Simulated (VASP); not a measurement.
NiSb:

```
Sb Ni
1.0
     3.92800    0.00000    0.00000
    -1.96400    3.40175    0.00000
     0.00000    0.00000    5.12000
Sb Ni
2 2
Cartesian
  1.9640 1.1339 3.8400
  0.0000 2.2678 1.2800
  0.0000 0.0000 2.5600
  0.0000 0.0000 0.0000
```

Base run:

| Property | Result |
| --- | --- |
| Program | VASP 6.6.1 |
| Functional | LDA |
| Potentials or basis | VASP PAW LDA potentials, release 64 (Sb, Ni) |
| Cutoff | 520 eV |
| k mesh | 8 × 8 × 5 |
| Occupations | fermi-dirac, width 0.05 eV |
| Spin | collinear spin, ferromagnetic start |
| Starting moments | [0.0, 0.0, 1.0, 1.0] μB |

Its results: band gap on the k mesh zero (filled and empty bands overlap); pressure -5.3 GPa; net moment 0.00 μB per cell.

Q: The run is repeated on the same cell with these changes: functional from LDA to r2SCAN; potentials or basis from VASP PAW LDA potentials, release 64 (Sb, Ni) to VASP PAW PBE potentials, release 64 (Sb, Ni). What comes out?

A: Band gap on the k mesh zero (filled and empty bands overlap); pressure 0.1 GPa; net moment 0.00 μB per cell.

Caveats: the moments typed at the start vanished in this run; spin-orbit coupling is left out, which moves the levels of the heavy elements; the cell stands under tension (at least some runs); the PAW data sets were made with another functional, which shifts forces and pressure a little (at least some runs).
